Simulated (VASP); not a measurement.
**Rh: single point with r2SCAN**

Crystal: Rh.

```
Rh
1.0
     0.00000    1.90000    1.90000
     1.90000    0.00000    1.90000
     1.90000    1.90000    0.00000
Rh
1
Direct
  0.00000 0.00000 0.00000
```

```
Program             : VASP 6.6.1
Task                : single point
Functional          : r2SCAN
Potentials or basis : VASP PAW PBE potentials, release 64 (Rh_pv)
Cutoff              : 520 eV
k mesh              : 16 × 16 × 16
Occupations         : gaussian, width 0.05 eV
Spin                : no spin polarisation
```

| Property | Result |
| --- | --- |
| Pressure | 1.2 GPa |

Levels at points of the mesh, in eV from the Fermi level:
| k point | band 4 | band 5 | band 6 | band 7 | band 8 | band 9 | band 10 | band 11 |
| --- | --- | --- | --- | --- | --- | --- | --- | --- |
| (0.00, 0.00, 0.00) | -8.17 | -3.15 | -3.15 | -3.15 | -1.05 | -1.05 | 16.74 | 17.42 |
| (0.50, 0.00, 0.00) | -6.33 | -3.27 | -3.27 | 0.62 | 0.62 | 0.93 | 9.14 | 16.30 |
| (0.50, 0.50, 0.00) | -6.54 | -6.17 | 0.54 | 1.08 | 1.08 | 3.51 | 12.93 | 14.05 |

It took 47 s on 1 thread of Intel(R) Xeon(R) Platinum 8488C (Sapphire Rapids), with other jobs on the host, peak memory 0.14 GiB.

Caveat: the PAW data sets were made with another functional, which shifts forces and pressure a little.
